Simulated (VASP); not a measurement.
A run of VASP 6.6.1 is set up as follows.

File INCAR:

```
PREC     = Accurate       # precision mode
ENCUT    = 520            # plane-wave cutoff, eV
EDIFF    = 1E-7           # SCF threshold, eV
ISMEAR   = 0              # smearing method
SIGMA    = 0.05           # smearing width, eV
LREAL    = False          # projectors in reciprocal space
LASPH    = True           # aspherical terms in the spheres
NELM     = 80             # most SCF steps
ALGO     = Normal         # electronic algorithm
ISIF     = 2              # what is computed and relaxed
LWAVE    = False          # write WAVECAR
LCHARG   = False          # write CHGCAR
GGA      = PE             # functional
IVDW     = 12             # dispersion correction
NBANDS   = 18             # bands
```

File KPOINTS:

```
regular mesh
0
Gamma
  6 6 4
```

POSCAR

```
P
1.0
    1.6788589304     -5.0513508207      0.0000000000
    1.6788589304      5.0513508207      0.0000000000
    0.0000000000      0.0000000000      4.0778421890
P
4
Direct
    0.8924332617      0.1075667383      0.0685778845
    0.6075667383      0.3924332617      0.5685778845
    0.1075667383      0.8924332617      0.9314221155
    0.3924332617      0.6075667383      0.4314221155
```

Potentials or basis: VASP PAW PBE potentials, release 64 (P).

Command:

```sh
$ cat potpaw_PBE.64/P/POTCAR > POTCAR
$ mpirun -np 1 vasp_std > vasp.out
```

**Question.** What does it give for the pressure?

**Answer.** -0.3 GPa.

**Question.** Estimate the largest force.

**Answer.** 0.069 eV/Å.

**Question.** What does it give for the band gap on the k mesh?

**Answer.** Zero (bands 10 and 11 overlap by 0.03 eV).

**Question.** Predict the dispersion energy per atom.

**Answer.** -0.406 eV.

Forces on the atoms (eV/Å):
```
P    0.000 -0.050  0.048
P    0.000  0.050  0.048
P    0.000  0.050 -0.048
P    0.000 -0.050 -0.048
```

Caveat: the k points lie up to 0.39 Å⁻¹ apart.
